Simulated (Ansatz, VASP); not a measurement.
## Two plane-wave programs on MgS

POSCAR

```
MgS
1.0
   -0.0130075897      2.6015179370      2.6015179370
    2.6015179370     -0.0130075897      2.6015179370
    2.6015179370      2.6015179370     -0.0130075897
Mg S
1 1
Direct
    0.0000000000      0.0000000000      0.0000000000
    0.5000000000      0.5000000000      0.5000000000
```

INCAR.step1

```
  PREC = Accurate
  ENCUT = 520
  EDIFF = 1E-5
  ISMEAR = 0
  SIGMA = 0.01
  LREAL = False
  LASPH = True
  NELM = 60
  ALGO = Normal
  ISIF = 2
  LWAVE = True
  LCHARG = False
  GGA = PE
  NBANDS = 11
```

Contents of INCAR.step2:

```
  PREC = Accurate
  ENCUT = 520
  EDIFF = 1E-6
  ISMEAR = 0
  SIGMA = 0.01
  LREAL = False
  LASPH = True
  NELM = 60
  ALGO = Normal
  ISIF = 2
  LWAVE = False
  LCHARG = False
  GGA = PE
  LHFCALC = True
  HFSCREEN = 0.2079
  PRECFOCK = Normal
  ISTART = 1
  NBANDS = 11
```

The input KPOINTS:

```
regular mesh
0
Gamma
  6 6 6
```

Input for Ansatz:

```yaml
crystal:
  lattice:
    - [-0.0130075897, 2.601517937, 2.601517937]
    - [2.601517937, -0.0130075897, 2.601517937]
    - [2.601517937, 2.601517937, -0.0130075897]
  atoms:
    - { symbol: Mg, position: [0.0, 0.0, 0.0] }
    - { symbol: S, position: [0.5, 0.5, 0.5] }
kpoints:
  mp_grid: { grid: [6, 6, 6] }
  band_path:
    path:
      - [0.0, 0.0, 0.0]
      - [0.5, 0.0, 0.5]
      - [0.625, 0.25, 0.625]
      - [0.375, 0.375, 0.75]
      - [0.5, 0.5, 0.5]
      - [0.5, 0.25, 0.75]
      - [0.0, 0.5, 0.5]
    npoints: 1
hamiltonian:
  xc: hse06
scf:
  occupations: { method: fixed }
  n_extra_bands: 4
output:
  forces: true
  stress: true
  eigenvalues: true
```

Change from the starting cell: epitaxial_111 strain +0.5%.

Alike in both runs: task single point; functional HSE06; k mesh 6 × 6 × 6; no spin polarisation.

|  | VASP | Ansatz |
| --- | --- | --- |
| version | VASP 6.6.1 | Ansatz 0.2.0 |
| potentials or method | VASP PAW PBE potentials, release 64 (Mg, S) | plane waves, PAW |
| plane-wave cutoff (eV) | 520 | 420 |
| occupations | gaussian, width 0.01 eV | fixed |
| valence electrons in the cell | 8 | 16 |

|  | VASP | Ansatz | Ansatz less VASP |
| --- | --- | --- | --- |
| gap on the k mesh at the Fermi level (eV) | 3.69 | 3.74 | +0.053 |
| pressure (GPa) | -1.3 | -1.0 | +0.32 |
| traceless stress, the component that is largest in VASP (GPa) | 0.28 | 0.29 | +0.001 |

VASP's potentials hold 8 valence electrons a cell and Ansatz's 16, so a difference there can come from the potentials and not from the codes. Ansatz's warnings: stress exchange threshold loose, stress scf threshold loose.
